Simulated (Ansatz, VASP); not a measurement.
Two plane-wave programs on SnTe

```xyz
2
Lattice="0.7694 3.5843 3.5843 3.5843 0.7694 3.5843 3.5843 3.5843 0.7694" Properties=species:S:1:pos:R:3 pbc="T T T"
Sn    0.0000    0.0000    0.0000
Te    3.9690    3.9690    3.9690
```

Alike in both runs: task single point; functional PBEsol; k mesh 10 × 10 × 10; occupations gaussian, width 0.03 eV; no spin polarisation.

```csv
,VASP,Ansatz
version,VASP 6.6.1,Ansatz 0.2.0
potentials or method,"VASP PAW PBE potentials, release 64 (Sn_d, Te), cutoff 520 eV","scalar-relativistic, plane waves, PAW"
valence electrons in the cell,20,30
```

VASP gave:

```
gap on the k mesh at the Fermi level (eV)                     : none
pressure (GPa)                                                : -3.2
traceless stress, the component that is largest in VASP (GPa) : -2.59
```

Question: Estimate Ansatz's values.

Answer: gap on the k mesh at the Fermi level (eV): none; pressure (GPa): -3.2; traceless stress, the component that is largest in VASP (GPa): -2.60.

VASP's potentials were made for PBE, not for PBEsol. A gap of «none» marks a metal or a gap that the smearing closes. VASP's potentials hold 20 valence electrons a cell and Ansatz's 30, so a difference there can come from the potentials and not from the codes.

Spin-orbit coupling is off throughout.
